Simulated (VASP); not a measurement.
# Ga4TeAs (P4/mmm) in VASP: a series of runs

Runs on Ga4TeAs. Level: PBE. Tasks: relaxation of cell and atoms, single point.

All numbers are computed with VASP 6.6.1; they aren't measurements. Logs are shortened: lines on timing, memory, paths and dates and some standing lists are left out, and cuts for length are marked.

### 1 The cell of the first run

Symmetry: P4/mmm, No. 123, tetragonal system. The conventional cell has a = 4.090 Å, b = 4.090 Å, c = 7.188 Å, α = 90.00°, β = 90.00°, γ = 90.00°. Within 2.7 Å of Ga (site symmetry mmm) lie 2 As at 2.04 Å. Within 2.6 Å of Ga (site symmetry 4mm) lie 1 As at 1.97 Å. Within 4.4 Å of Te (site symmetry 4/mmm) lie 16 Ga at 3.32 to 4.13 Å and 4 Te at 4.09 Å. Within 2.6 Å of As (site symmetry 4/mmm) lie 6 Ga at 1.97 to 2.04 Å.

The cell was built from a structure type or drawn by symmetry, and may not be a known phase.

### 2 Relaxation of cell and atoms, PBE

INCAR

```
ALGO = Fast
EDIFF = 1E-6
EDIFFG = -0.04
ENCUT = 600
GGA = PE
IBRION = 2
ISIF = 3
ISMEAR = 0
LASPH = True
LCHARG = False
LREAL = False
LWAVE = False
NELM = 60
NSW = 90
PREC = Accurate
SIGMA = 0.1
```

KPOINTS

```
k-points
0
Gamma
  4 4 4
```

POSCAR

```
Ga4TeAs
1.0
    4.0895247800      0.0000000000      0.0000000000
    0.0000000000      4.0895247800      0.0000000000
    0.0000000000      0.0000000000      7.1875988700
Ga Te As
4 1 1
Direct
    0.5000000000      0.0000000000      0.0000000000
    0.0000000000      0.5000000000      0.0000000000
    0.0000000000      0.0000000000      0.2737000000
    0.0000000000      0.0000000000      0.7263000000
    0.5000000000      0.5000000000      0.5000000000
    0.0000000000      0.0000000000      0.0000000000
```

Potentials or basis: VASP PAW PBE potentials, release 64 (Ga_d, Te, As).

Run with:

```bash
cat potpaw_PBE.64/Ga_d/POTCAR potpaw_PBE.64/Te/POTCAR potpaw_PBE.64/As/POTCAR > POTCAR
mpirun -np 1 vasp_std > vasp.out
```

OUTCAR:

```text
EDIFF = 1E-6
   EDIFFG = -0.04
   ENCUT = 600
   GGA = PE
   IBRION = 2
   ISIF = 3
   ISMEAR = 0
   LASPH = True
   LREAL = False
   NELM = 60
   NSW = 90
   PREC = Accurate

 ion  position               nearest neighbor table
   1  0.500  0.000  0.000-   6 2.04   6 2.04   3 2.84   3 2.84   4 2.84   4 2.84   2 2.89   2 2.89
                             2 2.89   2 2.89
   2  0.000  0.500  0.000-   6 2.04   6 2.04   3 2.84   3 2.84   4 2.84   4 2.84   1 2.89   1 2.89
                             1 2.89   1 2.89
   3  0.000  0.000  0.274-   6 1.97   2 2.84   1 2.84   2 2.84   1 2.84
   4  0.000  0.000  0.726-   6 1.97   2 2.84   1 2.84   2 2.84   1 2.84
   5  0.500  0.500  0.500-
   6  0.000  0.000  0.000-   3 1.97   4 1.97   1 2.04   2 2.04   2 2.04   1 2.04

  LATTYP: Found a simple tetragonal cell.
 ALAT       =     4.0895247800
 C/A-ratio  =     1.7575633495

  Lattice vectors:

 A1 = (   4.0895247800,   0.0000000000,   0.0000000000)
 A2 = (   0.0000000000,   4.0895247800,   0.0000000000)
 A3 = (   0.0000000000,   0.0000000000,   7.1875988700)

Analysis of symmetry for initial positions (statically):
=====================================================================
 Subroutine PRICEL returns:
 Original cell was already a primitive cell.

 Routine SETGRP: Setting up the symmetry group for a
 simple tetragonal supercell.

 Subroutine GETGRP returns: Found 16 space group operations
 (whereof 16 operations were pure point group operations)
 out of a pool of 16 trial point group operations.

The static configuration has the point symmetry D_4h.

Analysis of symmetry for dynamics (positions and initial velocities):
=====================================================================
 Subroutine PRICEL returns:
 Original cell was already a primitive cell.

 Routine SETGRP: Setting up the symmetry group for a
 simple tetragonal supercell.

 Subroutine GETGRP returns: Found 16 space group operations
 (whereof 16 operations were pure point group operations)
 out of a pool of 16 trial point group operations.

The dynamic configuration has the point symmetry D_4h.

 Subroutine INISYM returns: Found 16 space group operations
 (whereof 16 operations are pure point group operations),
 and found     1 'primitive' translations

----------------------------------------------------------------------------------------

                                     Primitive cell

  volume of cell :     120.2069

  direct lattice vectors                    reciprocal lattice vectors
     4.089524780  0.000000000  0.000000000     0.244527189  0.000000000  0.000000000
     0.000000000  4.089524780  0.000000000     0.000000000  0.244527189  0.000000000
     0.000000000  0.000000000  7.187598870     0.000000000  0.000000000  0.139128521

  length of vectors
     4.089524780  4.089524780  7.187598870     0.244527189  0.244527189  0.139128521

  position of ions in fractional coordinates (direct lattice)
     0.500000000  0.000000000  0.000000000
     0.000000000  0.500000000  0.000000000
     0.000000000  0.000000000  0.273700000
     0.000000000  0.000000000  0.726300000
     0.500000000  0.500000000  0.500000000
     0.000000000  0.000000000  0.000000000

  ion indices of the primitive-cell ions
   primitive index   ion index
                 1           1
                 2           2
                 3           3
                 4           4
                 5           5
                 6           6

----------------------------------------------------------------------------------------

 KPOINTS: k-points

Automatic generation of k-mesh.
 Grid dimensions read from file:
 generate k-points for:    4    4    4

 Generating k-lattice:

  Cartesian coordinates                     Fractional coordinates (reciprocal lattice)
     0.061131797  0.000000000  0.000000000     0.250000000  0.000000000  0.000000000
     0.000000000  0.061131797  0.000000000     0.000000000  0.250000000  0.000000000
     0.000000000  0.000000000  0.034782130     0.000000000  0.000000000  0.250000000

  Length of vectors
     0.061131797  0.061131797  0.034782130

  Shift w.r.t. Gamma in fractional coordinates (k-lattice)
     0.000000000  0.000000000  0.000000000

 Subroutine IBZKPT returns following result:
 ===========================================

 Found     18 irreducible k-points:

 Following reciprocal coordinates:
            Coordinates               Weight
  0.000000  0.000000  0.000000      1.000000
  0.250000  0.000000  0.000000      4.000000
  0.500000  0.000000  0.000000      2.000000
  0.250000  0.250000  0.000000      4.000000
  0.500000  0.250000  0.000000      4.000000
  0.500000  0.500000  0.000000      1.000000
[... 10 lines left out ...]
  0.500000  0.250000  0.500000      4.000000
  0.500000  0.500000  0.500000      1.000000
   k-points           NKPTS =     18   k-points in BZ     NKDIM =     18   number of bands    NBANDS=     37
   number of dos      NEDOS =    301   number of ions     NIONS =      6
   total plane-waves  NPLWV =  77760
   dimension x,y,z NGX =    36 NGY =   36 NGZ =   60
   dimension x,y,z NGXF=    72 NGYF=   72 NGZF=  120
   ions per type =               4   1   1
   NGX,Y,Z   is equivalent  to a cutoff of  14.63, 14.63, 13.88 a.u.
   NGXF,Y,Z  is equivalent  to a cutoff of  29.27, 29.27, 27.76 a.u.
 SYSTEM =  unknown system
   PREC   = accura    normal or accurate (medium, high low for compatibility)
   ISTART =      0    job   : 0-new  1-cont  2-samecut
   ICHARG =      2    charge: 1-file 2-atom 10-const
   ISPIN  =      1    spin polarized calculation?
   LNONCOLLINEAR =      F non collinear calculations
   LSORBIT =      F    spin-orbit coupling
   LASPH  =      T    aspherical Exc in radial PAW
   ENCUT  =  600.0 eV  44.10 Ry    6.64 a.u.   8.17  8.17 14.36*2*pi/ulx,y,z
   NELM   =     60;   NELMIN=  2; NELMDL= -5     # of ELM steps
   EDIFF  = 0.1E-05   stopping-criterion for ELM
   LREAL  =      F    real-space projection
   EDIFFG = -.4E-01   stopping-criterion for IOM
   NSW    =     90    number of steps for IOM
   IBRION =      2    ionic relax: 0-MD 1-quasi-New 2-CG
   NFREE  =      1    steps in history (QN), initial steepest desc. (CG)
   ISIF   =      3    stress and relaxation
   ISYM   =      2    0-nonsym 1-usesym 2-fastsym
   POTIM  = 0.5000    time-step for ionic-motion
   TEBEG  =    0.0;   TEEND  =   0.0 temperature during run
   PSTRESS=    0.0 pullay stress
   NELECT =      63.0000    total number of electrons
   NUPDOWN=      -1.0000    fix difference up-down
   EMIN   =  10.00;   EMAX   =-10.00  energy-range for DOS
   EFERMI =   0.00;   METHOD = LEGACY
   ISMEAR =     0;   SIGMA  =   0.10  broadening in eV -4-tet -1-fermi 0-gaus
   EFERMI_NEDOS =   21; number of points for ismear=-14 and -15
   IALGO  =     68    algorithm
   IMIX   =      4    mixing-type and parameters
     AMIX     =   0.40;   BMIX     =  1.00
     AMIX_MAG =   1.60;   BMIX_MAG =  1.00
  volume/ion in A,a.u.               =      20.03       135.20
  Fermi-wavevector in a.u.,A,eV,Ry     =   1.319913  2.494273 23.703652  1.742169
  Thomas-Fermi vector in A             =   2.449777
   LORBIT       =      0    0 simple, 1 ext, 2 COOP (PROOUT), +10 PAW based schemes
   GGA     = PE    functional components
   LHFCALC =     F    Hartree Fock is set to
   AEXX    =    0.0000 exact exchange contribution
   IVDW    =     0    specifies the selected vdW correction
   LEPSILON=     F    determine dielectric tensor
   LRPA    =     F    only Hartree local field effects (RPA)
 conjugate gradient relaxation of ions
 non-spin polarized calculation
 RMM-DIIS sequential band-by-band and
 Gauss-broadening in eV      SIGMA  =   0.10
  energy-cutoff  :      600.00
  volume of cell :      120.21
 maximum number of plane-waves:      4057
 NGX is ok and might be reduce to    36
   NGX = 17   NGY = 17   NGZ = 29

--------------------------------------- Ionic step        1  -------------------------------------------

 number of electron      63.0000037 magnetization

 Free energy of the ion-electron system (eV)
  ---------------------------------------------------
  ext. energy  EPLUGINS =         0.00000000
  ---------------------------------------------------
  free energy    TOTEN  =        -5.76549667 eV

  energy without entropy =       -5.73647355  energy(sigma->0) =       -5.75098511

 E-fermi :   6.2426     XC(G=0): -10.5469

 val. band max:        6.2318951617   @ k =   0.2500   0.2500   0.0000
 cond. band min:       6.2538331993   @ k =   0.2500   0.2500   0.2500
 fundamental gap:      0.0219380376
 Fermi energy:         6.2425726205

 k-point     1 :       0.0000    0.0000    0.0000
  band No.  band energies     occupation
      1     -12.9646      2.00000
      2     -10.2080      2.00000
      3     -10.0689      2.00000
      4     -10.0081      2.00000
      5     -10.0081      2.00000
      6      -9.7298      2.00000
[... 746 lines left out ...]
  energy  without entropy=       -5.7364735533  energy(sigma->0) =       -5.75098511

--------------------------------------- Ionic step        2  -------------------------------------------

 number of electron      62.9999968 magnetization

------------------------ aborting loop EDIFF was not reached (unconverged)  ----------------------------

  FORCE on cell =-STRESS in cart. coord.  units (eV):
  Direction    XX          YY          ZZ          XY          YZ          ZX
  --------------------------------------------------------------------------------------
  -------------------------------------------------------------------------------------
  Total       -1.4863114     -1.4863114     -3.4896008      0.0000000      0.0000000      0.0000000
  in kB       -9.4705714     -9.4705714    -22.2352559      0.0000000      0.0000000      0.0000000
  external PRESSURE =     -13.7254662 kB  Pullay stress =       0.0000000 kB

 VOLUME and BASIS-vectors are now :
 -----------------------------------------------------------------------------
  energy-cutoff  :      600.00
  volume of cell :      251.45
      direct lattice vectors                 reciprocal lattice vectors
     5.105405419  0.000000000  0.000000000     0.195870831  0.000000000 -0.000000000
     0.000000000  5.105405419  0.000000000     0.000000000  0.195870831  0.000000000
     0.000000000  0.000000000  9.646810102     0.000000000  0.000000000  0.103661209
[... 52 lines left out ...]
  FREE ENERGIE OF THE ION-ELECTRON SYSTEM (eV)
  ---------------------------------------------------
  free  energy   TOTEN  =       -15.8064953050 eV

  energy  without entropy=      -15.7742919605  energy(sigma->0) =      -15.79039363

[... ionic steps 4 to 15 ...]

--------------------------------------- Ionic step       16  -------------------------------------------

 number of electron      63.0000052 magnetization

------------------------ aborting loop because EDIFF is reached ----------------------------------------

  FORCE on cell =-STRESS in cart. coord.  units (eV):
  Direction    XX          YY          ZZ          XY          YZ          ZX
  --------------------------------------------------------------------------------------
  -------------------------------------------------------------------------------------
  Total       -0.2102493     -0.2102493     -0.2170054      0.0000000     -0.0000000      0.0000000
  in kB       -1.6559665     -1.6559665     -1.7091785      0.0000000     -0.0000000      0.0000000
  external PRESSURE =      -1.6737039 kB  Pullay stress =       0.0000000 kB
[... 65 lines left out ...]
  energy  without entropy=      -16.7462983321  energy(sigma->0) =      -16.74967506

--------------------------------------- Ionic step       18  -------------------------------------------

 number of electron      63.0000044 magnetization

 Free energy of the ion-electron system (eV)
  ---------------------------------------------------
  ext. energy  EPLUGINS =         0.00000000
  ---------------------------------------------------
  free energy    TOTEN  =       -16.75355584 eV

  energy without entropy =      -16.74677257  energy(sigma->0) =      -16.75016421

 E-fermi :   1.8893     XC(G=0):  -8.2267

 val. band max:        1.8573561182   @ k =   0.0000   0.0000   0.5000
 cond. band min:       1.9551685579   @ k =   0.5000   0.5000   0.0000
 fundamental gap:      0.0978124397
 Fermi energy:         1.8893493670

 k-point     1 :       0.0000    0.0000    0.0000
  band No.  band energies     occupation
      1     -13.3042      2.00000
      2     -13.0887      2.00000
      3     -13.0887      2.00000
      4     -13.0515      2.00000
      5     -13.0475      2.00000
      6     -13.0248      2.00000
[... 742 lines left out ...]
  FREE ENERGIE OF THE ION-ELECTRON SYSTEM (eV)
  ---------------------------------------------------
  free  energy   TOTEN  =       -16.7535558396 eV

  energy  without entropy=      -16.7467725719  energy(sigma->0) =      -16.75016421

 reached required accuracy - stopping structural energy minimisation
```

Wall time 12 min (1 thread of Intel Xeon 6975P-C (Granite Rapids), shared host); peak memory 0.34 GiB.

Results:

```yaml
Free_energy: -16.7536 eV
Relaxed_volume: 33.81 Å³/atom
Relaxed_cell: a = 5.142 Å, b = 5.142 Å, c = 7.675 Å, α = 90.00°, β = 90.00°, γ = 90.00°
Space_group_after_relaxing_to_0.1_Å: P4/mmm (No. 123)
Energy_gained_by_relaxing: 1831.3 meV/atom
Ionic_steps: 18
Pressure_after_relaxing: -0.1 GPa
Largest_force_after_relaxing: 0.024 eV/Å
Band_gap_on_the_k_mesh: zero (an odd number of electrons rules out a gap without spin polarisation)
```

Forces in eV/Å, atoms in the order of the input:
```
Ga   0.000  0.000  0.000
Ga   0.000  0.000  0.000
Ga   0.000  0.000 -0.024
Ga   0.000  0.000  0.024
Te   0.000  0.000  0.000
As   0.000  0.000  0.000
```

Step by step:
| step | energy change (eV) | largest force (eV/Å) | pressure (GPa) | volume (Å³) |
| --- | --- | --- | --- | --- |
| 1 | 0.0000 | 12.1522 | 46.36 | 120.21 |
| 2 | -9.5045 | 0.0623 | -1.37 | 251.45 |
| 3 | -10.0410 | 0.8827 | 2.82 | 190.44 |
| 4 | -10.3584 | 0.2359 | -0.63 | 227.51 |
| 5 | -10.3658 | 0.3703 | 0.04 | 217.34 |
| 6 | -10.3687 | 0.3311 | -0.12 | 219.68 |
| 7 | -10.4643 | 0.1627 | -0.45 | 219.37 |
| 8 | -10.5380 | 0.1646 | -0.50 | 218.70 |
| 9 | -10.7035 | 1.5008 | -1.10 | 216.44 |
| 10 | -10.7514 | 1.6812 | -1.01 | 214.55 |
| 11 | -10.7759 | 1.9140 | -0.78 | 212.12 |
| 12 | -10.8736 | 1.3530 | -0.69 | 209.77 |
| 13 | -10.9675 | 0.1353 | -0.05 | 203.12 |
| 14 | -10.9714 | 0.1266 | -0.20 | 204.25 |
| 15 | -10.9812 | 0.0947 | -0.19 | 203.94 |
| 16 | -10.9875 | 0.0482 | -0.17 | 203.42 |
| 17 | -10.9876 | 0.0466 | -0.15 | 203.40 |
| 18 | -10.9881 | 0.0237 | -0.09 | 202.88 |

Final structure:
```xyz
6
Lattice="5.1416 0.0000 0.0000 0.0000 5.1416 0.0000 0.0000 0.0000 7.6746" Properties=species:S:1:pos:R:3 pbc="T T T"
Ga    2.5708    0.0000    0.0000
Ga    0.0000    2.5708    0.0000
Ga    0.0000    5.1416    2.6064
Ga    0.0000    0.0000    5.0682
Te    2.5708    2.5708    3.8373
As    0.0000    0.0000    0.0000
```

Caveat: the k points lie up to 0.31 Å⁻¹ apart in the final cell, too coarse for converged energies and pressures of a metal; the volume moved by over 15 % at a fixed basis, so the end points are rough; spin-orbit coupling is left out, which moves the levels of the heavy elements.

[end of part 1 of 2]
